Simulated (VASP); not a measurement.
Wanted: the native input for a VASP 6.6.1 run.

```yaml
Task: single point
Functional: PBE
Potentials_or_basis: VASP PAW PBE potentials, release 64 (Co)
Cutoff: 520 eV
k_mesh: 10 × 9 × 10
Occupations: fermi-dirac, width 0.1 eV
Spin: collinear spin, ferromagnetic start
Starting_moments: "[2.0] μB"
Dipole_correction: no
Further_INCAR_settings: ALGO = Fast; EDIFF = 1e-07; NBANDS = 14
```

The structure of Co lies in POSCAR:

```
Co
1.0
   -1.4145745000      1.3929095500      1.3921574700
    1.4429802800     -1.3751271500      1.4027808400
    1.4112696000      1.3718222500     -1.3743750600
Co
1
Direct
    0.0000000000      0.0000000000      0.0000000000
```

One way to write it, as run:

INCAR

```
SYSTEM = Co
ALGO = Fast ; EDIFF = 1E-7
ENCUT = 520 ; GGA = PE
ISIF = 2 ; ISMEAR = -1
ISPIN = 2 ; LASPH = .True.
LCHARG = .False. ; LMAXMIX = 4
LORBIT = 11 ; LREAL = .False.
LWAVE = .False. ; MAGMOM = 2
NBANDS = 14 ; NELM = 150
PREC = Accurate ; SIGMA = 0.1
```

KPOINTS

```
k-points
0
Gamma
  10 9 10
  0 0 0
```

Potentials or basis: VASP PAW PBE potentials, release 64 (Co).

Command:

```bash
$ cat potpaw_PBE.64/Co/POTCAR > POTCAR
$ mpirun -np 1 vasp_std > vasp.out
```

It gave:

```json
{
  "Pressure": "1.4 GPa",
  "Net moment": "1.76 μB per cell",
  "Site moments": "Co +1.78 μB",
  "Valence electrons inside the program's atomic spheres": "Co 8.24"
}
```

Wall time 3.7 min on 1 thread of Intel Xeon 8259CL, on a shared host, peak memory 0.22 GiB.
